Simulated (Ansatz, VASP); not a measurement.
Two plane-wave programs on AlCo3

```
Al Co
1.0
     3.57495   -0.05362    0.00000
    -0.05362    3.57495    0.00000
     0.00000    0.00000    3.57495
Al Co
1 3
Direct
  0.00000 0.00000 0.00000
  0.50000 0.50000 0.00000
  0.50000 0.00000 0.50000
  0.00000 0.50000 0.50000
```

Alike in both runs: task single point; functional LDA; k mesh 10 × 10 × 10; occupations fermi-dirac, width 0.05 eV; collinear spin.

|  | VASP | Ansatz |
| --- | --- | --- |
| version | VASP 6.6.1 | Ansatz 0.2.0 |
| potentials or method | VASP PAW LDA potentials, release 64 (Al, Co), cutoff 520 eV | plane waves, PAW |
| valence electrons in the cell | 30 | 54 |

Ansatz gave:

| Quantity | Value |
| --- | --- |
| net moment per atom (μB) | 0.94 |
| size of the moment on the site where the two differ most (μB) | 1.29 |

**Question.** What did VASP give for the same quantities?

**Answer.** net moment per atom (μB): 0.92; size of the moment on the site where the two differ most (μB): 1.24.

LDA's correlation is that of Perdew and Zunger in VASP and of Perdew and Wang (1992) in Ansatz. Site moments also hang on the region over which each program counts them. VASP's potentials hold 30 valence electrons a cell and Ansatz's 54, so a difference there can come from the potentials and not from the codes.
